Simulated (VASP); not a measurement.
Write the native input for VASP 6.6.1 that does the following.

* Task: single point
* Functional: PBE
* Potentials or basis: VASP PAW PBE potentials, release 64 (Sr_sv, Ti_sv, O)
* Cutoff: 520 eV
* k mesh: 8 × 8 × 8
* Occupations: gaussian, width 0.05 eV
* Spin: no spin polarisation
* Dipole correction: no
* Further INCAR settings: ALGO = Normal; EDIFF = 1e-06; NBANDS = 28

The structure of SrTiO3 lies in POSCAR:

```
SrTiO3
1.0
    3.9364094381      0.0000000000      0.0000000000
    0.0000000000      3.9364094381      0.0000000000
    0.0000000000      0.0000000000      3.9364094381
Sr Ti O
1 1 3
Direct
   -0.0565350875      0.0000000000      0.0000000000
    0.5892977354      0.5000000000      0.5000000000
    0.0010229997      0.5000000000      0.5000000000
    0.5207145038      0.0000000000      0.5000000000
    0.5207145038      0.5000000000      0.0000000000
```

This cell differs from its parent crystal: mode 1 frozen in at -0.096 Å and mode 7 at -0.288 Å (largest displacements).

These files were run (other wordings do the same):

INCAR

```
SYSTEM = SrTiO3
  ALGO = Normal
  EDIFF = 1E-6
  ENCUT = 520
  GGA = PE
  ISIF = 2
  ISMEAR = 0
  LASPH = .TRUE.
  LCHARG = .TRUE.
  LELF = .TRUE.
  LREAL = .FALSE.
  LVHAR = .TRUE.
  LWAVE = .FALSE.
  NBANDS = 28
  NELM = 100
  PREC = Accurate
  SIGMA = 0.05
```

KPOINTS

```
k-points
0
G
  8 8 8
  0 0 0
```

Potentials or basis: VASP PAW PBE potentials, release 64 (Sr_sv, Ti_sv, O).

The run is started by

```console
$ cat potpaw_PBE.64/Sr_sv/POTCAR potpaw_PBE.64/Ti_sv/POTCAR potpaw_PBE.64/O/POTCAR > POTCAR
$ mpirun -np 1 vasp_std > vasp.out
```

Results of the run:

```json
{
 "Pressure": "13.7 GPa",
 "Largest force": "7.137 eV/Å",
 "Band gap on the k mesh": "1.94 eV, indirect (least direct gap 2.55 eV)"
}
```

Caveat: the cell differs from its parent crystal (mode 1 frozen in at -0.096 Å and mode 7 at -0.288 Å (largest displacements)); forces of over 1 eV/Å act on the atoms, so gaps and moduli don't describe the material at rest.

It took 55 s on 1 thread of Intel(R) Xeon(R) 6975P-C (Granite Rapids), on a shared host, peak memory 0.26 GiB.
